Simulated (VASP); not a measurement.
# Li (P2_13) in VASP: further runs, part 2 of 2

VASP 6.6.1. Earlier steps stand in the parts before.

**6. Single point, PBE**

This run uses another cell than the first one, of 23.42 Å³/atom.

INCAR

```
  PREC = Accurate
  ENCUT = 520
  EDIFF = 1E-7
  ISMEAR = -1
  SIGMA = 0.05
  LREAL = False
  LASPH = True
  NELM = 80
  ALGO = Normal
  ISIF = 2
  LWAVE = False
  LCHARG = True
  GGA = PE
  LELF = True
  LVHAR = True
  NBANDS = 14
```

KPOINTS

```
Automatic mesh
0
Gamma
  6 6 6
```

POSCAR

```
Li
1.0
    4.5418044805      0.0000000000      0.0000000000
    0.0000000000      4.5418044805      0.0000000000
    0.0000000000      0.0000000000      4.5418044805
Li
4
Direct
    0.6254320000      0.8745680000      0.1254320000
    0.1254320000      0.6254320000      0.8745680000
    0.3745680000      0.3745680000      0.3745680000
    0.8745680000      0.1254320000      0.6254320000
```

Potentials or basis: VASP PAW PBE potentials, release 64 (Li_sv).

Command:

```console
$ cat potpaw_PBE.64/Li_sv/POTCAR > POTCAR
$ mpirun -np 1 vasp_std > vasp.out
```

OUTCAR:

```text
PREC = Accurate
   ENCUT = 520
   EDIFF = 1E-7
   ISMEAR = -1
   LREAL = False
   LASPH = True
   NELM = 80
   ISIF = 2
   GGA = PE

 ion  position               nearest neighbor table
   1  0.625  0.875  0.125-
   2  0.125  0.625  0.875-
   3  0.375  0.375  0.375-
   4  0.875  0.125  0.625-

  LATTYP: Found a simple cubic cell.
 ALAT       =     4.5418044805

  Lattice vectors:

 A1 = (   4.5418044805,   0.0000000000,   0.0000000000)
 A2 = (   0.0000000000,   4.5418044805,   0.0000000000)
 A3 = (   0.0000000000,   0.0000000000,   4.5418044805)

Analysis of symmetry for initial positions (statically):
=====================================================================
 Subroutine PRICEL returns:
 Original cell was already a primitive cell.

 Routine SETGRP: Setting up the symmetry group for a
 simple cubic supercell.

 Subroutine GETGRP returns: Found 12 space group operations
 (whereof  3 operations were pure point group operations)
 out of a pool of 48 trial point group operations.

The static configuration has the point symmetry C_3 .
 The point group associated with its full space group is T   .

Analysis of symmetry for dynamics (positions and initial velocities):
=====================================================================
 Subroutine PRICEL returns:
 Original cell was already a primitive cell.

 Routine SETGRP: Setting up the symmetry group for a
 simple cubic supercell.

 Subroutine GETGRP returns: Found 12 space group operations
 (whereof  3 operations were pure point group operations)
 out of a pool of 48 trial point group operations.

The dynamic configuration has the point symmetry C_3 .
 The point group associated with its full space group is T   .

 Subroutine INISYM returns: Found 12 space group operations
 (whereof  3 operations are pure point group operations),
 and found     1 'primitive' translations

----------------------------------------------------------------------------------------

                                     Primitive cell

  volume of cell :      93.6883

  direct lattice vectors                    reciprocal lattice vectors
     4.541804480  0.000000000  0.000000000     0.220176805  0.000000000  0.000000000
     0.000000000  4.541804480  0.000000000     0.000000000  0.220176805  0.000000000
     0.000000000  0.000000000  4.541804480     0.000000000  0.000000000  0.220176805

  length of vectors
     4.541804480  4.541804480  4.541804480     0.220176805  0.220176805  0.220176805

  position of ions in fractional coordinates (direct lattice)
     0.625432000  0.874568000  0.125432000
     0.125432000  0.625432000  0.874568000
     0.374568000  0.374568000  0.374568000
     0.874568000  0.125432000  0.625432000

  ion indices of the primitive-cell ions
   primitive index   ion index
                 1           1
                 2           2
                 3           3
                 4           4

[... 50 lines left out ...]
  0.500000  0.500000  0.333333      6.000000
  0.500000  0.500000  0.500000      1.000000
   k-points           NKPTS =     24   k-points in BZ     NKDIM =     24   number of bands    NBANDS=     14
   number of dos      NEDOS =    301   number of ions     NIONS =      4
   total plane-waves  NPLWV =  46656
   dimension x,y,z NGX =    36 NGY =   36 NGZ =   36
   dimension x,y,z NGXF=    72 NGYF=   72 NGZF=   72
   ions per type =               4
   NGX,Y,Z   is equivalent  to a cutoff of  13.18, 13.18, 13.18 a.u.
   NGXF,Y,Z  is equivalent  to a cutoff of  26.35, 26.35, 26.35 a.u.
 SYSTEM =  unknown system
   PREC   = accura    normal or accurate (medium, high low for compatibility)
   ISTART =      0    job   : 0-new  1-cont  2-samecut
   ICHARG =      2    charge: 1-file 2-atom 10-const
   ISPIN  =      1    spin polarized calculation?
   LNONCOLLINEAR =      F non collinear calculations
   LSORBIT =      F    spin-orbit coupling
   LASPH  =      T    aspherical Exc in radial PAW
   ENCUT  =  520.0 eV  38.22 Ry    6.18 a.u.   8.44  8.44  8.44*2*pi/ulx,y,z
   NELM   =     80;   NELMIN=  2; NELMDL= -5     # of ELM steps
   EDIFF  = 0.1E-06   stopping-criterion for ELM
   LREAL  =      F    real-space projection
   EDIFFG = 0.1E-05   stopping-criterion for IOM
   NSW    =      0    number of steps for IOM
   IBRION =     -1    ionic relax: 0-MD 1-quasi-New 2-CG
   NFREE  =      0    steps in history (QN), initial steepest desc. (CG)
   ISIF   =      2    stress and relaxation
   ISYM   =      2    0-nonsym 1-usesym 2-fastsym
   POTIM  = 0.5000    time-step for ionic-motion
   TEBEG  =    0.0;   TEEND  =   0.0 temperature during run
   PSTRESS=    0.0 pullay stress
   NELECT =      12.0000    total number of electrons
   NUPDOWN=      -1.0000    fix difference up-down
   EMIN   =  10.00;   EMAX   =-10.00  energy-range for DOS
   EFERMI =   0.00;   METHOD = LEGACY
   ISMEAR =    -1;   SIGMA  =   0.05  broadening in eV -4-tet -1-fermi 0-gaus
   EFERMI_NEDOS =   21; number of points for ismear=-14 and -15
   IALGO  =     38    algorithm
   IMIX   =      4    mixing-type and parameters
     AMIX     =   0.40;   BMIX     =  1.00
     AMIX_MAG =   1.60;   BMIX_MAG =  1.00
  volume/ion in A,a.u.               =      23.42       158.06
  Fermi-wavevector in a.u.,A,eV,Ry     =   0.825227  1.559453  9.265564  0.681000
  Thomas-Fermi vector in A             =   1.937049
   LORBIT       =      0    0 simple, 1 ext, 2 COOP (PROOUT), +10 PAW based schemes
   GGA     = PE    functional components
   LHFCALC =     F    Hartree Fock is set to
   AEXX    =    0.0000 exact exchange contribution
   IVDW    =     0    specifies the selected vdW correction
   LEPSILON=     F    determine dielectric tensor
   LRPA    =     F    only Hartree local field effects (RPA)
 non-spin polarized calculation
  energy-cutoff  :      520.00
  volume of cell :       93.69
 maximum number of plane-waves:      2560
 NGX is ok and might be reduce to    36
   NGX = 17   NGY = 17   NGZ = 17

 number of electron      12.0000040 magnetization

 Free energy of the ion-electron system (eV)
  ---------------------------------------------------
  ext. energy  EPLUGINS =         0.00000000
  ---------------------------------------------------
  free energy    TOTEN  =        -6.59327970 eV

  energy without entropy =       -6.58031279  energy(sigma->0) =       -6.58679625

 E-fermi :   0.3826     XC(G=0):  -6.6908

 val. band max:        0.3744468246   @ k =   0.3333   0.3333   0.0000
 cond. band min:       0.4722430515   @ k =   0.3333   0.3333   0.1667
 fundamental gap:      0.0977962269
 Fermi energy:         0.3826339133

 k-point     1 :       0.0000    0.0000    0.0000
  band No.  band energies     occupation
      1     -46.9017      2.00000
      2     -46.8685      2.00000
      3     -46.8685      2.00000
      4     -46.8685      2.00000
      5      -3.0891      2.00000
      6       2.4055      0.00000
      7       2.4055      0.00000
      8       2.4055      0.00000
      9       2.6507      0.00000
     10       2.6507      0.00000
     11       2.6507      0.00000
     12       7.9929      0.00000
     13       7.9929      0.00000
     14       8.3391      0.00000
[... 377 lines left out ...]
      1     -46.8767      2.00000
      2     -46.8767      2.00000
      3     -46.8767      2.00000
      4     -46.8767      2.00000
      5       0.5233      0.11328
      6       0.5233      0.11328
      7       0.5233      0.11328
      8       0.5233      0.11328
      9       2.0621      0.00000
     10       2.0621      0.00000
     11       2.0621      0.00000
     12       2.0621      0.00000
     13      11.7806      0.00000
     14      11.7806      0.00000

------------------------ aborting loop because EDIFF is reached ----------------------------------------

  FORCE on cell =-STRESS in cart. coord.  units (eV):
  Direction    XX          YY          ZZ          XY          YZ          ZX
  --------------------------------------------------------------------------------------
  -------------------------------------------------------------------------------------
  Total       -0.3026088     -0.3026088     -0.3026088      0.0000000      0.0000000      0.0000000
  in kB       -5.1749577     -5.1749577     -5.1749577      0.0000000      0.0000000      0.0000000
  external PRESSURE =      -5.1749577 kB  Pullay stress =       0.0000000 kB

 VOLUME and BASIS-vectors are now :
 -----------------------------------------------------------------------------
  energy-cutoff  :      520.00
  volume of cell :       93.69
      direct lattice vectors                 reciprocal lattice vectors
     4.541804480  0.000000000  0.000000000     0.220176805  0.000000000  0.000000000
     0.000000000  4.541804480  0.000000000     0.000000000  0.220176805  0.000000000
     0.000000000  0.000000000  4.541804480     0.000000000  0.000000000  0.220176805

 POSITION                                       TOTAL-FORCE (eV/Angst)
 -----------------------------------------------------------------------------------
      2.84059      3.97212      0.56969         0.002440     -0.002440      0.002440
      0.56969      2.84059      3.97212         0.002440      0.002440     -0.002440
      1.70121      1.70121      1.70121        -0.002440     -0.002440     -0.002440
      3.97212      0.56969      2.84059        -0.002440      0.002440      0.002440
 -----------------------------------------------------------------------------------
    total drift:                                0.000000      0.000000     -0.000000

  FREE ENERGIE OF THE ION-ELECTRON SYSTEM (eV)
  ---------------------------------------------------
  free  energy   TOTEN  =        -6.5932797025 eV

  energy  without entropy=       -6.5803127923  energy(sigma->0) =       -6.58679625
```

stdout:

```text
POSCAR found type information on POSCAR Li
 POSCAR found :  1 types and       4 ions
 scaLAPACK will be used
 LDA part: xc-table for (Slater+PW92), standard interpolation
 POSCAR, INCAR and KPOINTS ok, starting setup
 FFT: planning ... GRIDC
 FFT: planning ... GRID_SOFT
 FFT: planning ... GRID
 WAVECAR not read
 entering main loop
```

Run time: 28 s. Hardware: 1 thread of AMD EPYC 7R13 (Zen 3), shared host; peak memory 0.16 GiB.

What came out:

```yaml
Free_energy: -6.5933 eV
Largest_force: 0.004 eV/Å
Band_gap_on_the_k_mesh: zero (bands 6 and 7 overlap by 2.30 eV)
```

Forces on the atoms (eV/Å):
```
Li   0.002 -0.002  0.002
Li   0.002  0.002 -0.002
Li  -0.002 -0.002 -0.002
Li  -0.002  0.002  0.002
```

Caveat: the cutoff is under 1.25 times the usual one of these potentials, so pressure, stress and relaxed cells hold a basis-set (Pulay) error.

**7. The runs side by side**

```tsv
cell	gap on the mesh (eV)
a = 4.425 Å, 4 atoms	none
a = 4.454 Å, 4 atoms	none
a = 4.484 Å, 4 atoms	none
a = 4.513 Å, 4 atoms	none
a = 4.542 Å, 4 atoms	none
```

Alike in all rows: task single point; level PBE; potentials or basis VASP PAW PBE potentials, release 64 (Li_sv); no spin polarisation; k mesh 6 × 6 × 6; cutoff (eV) 520; smearing fermi-dirac 0.05 eV.

Caveats: the cutoff is under 1.25 times the usual one of these potentials, so pressure, stress and relaxed cells hold a basis-set (Pulay) error.

Total energies depend on the potentials used, so only differences within one code and one set of settings carry meaning.
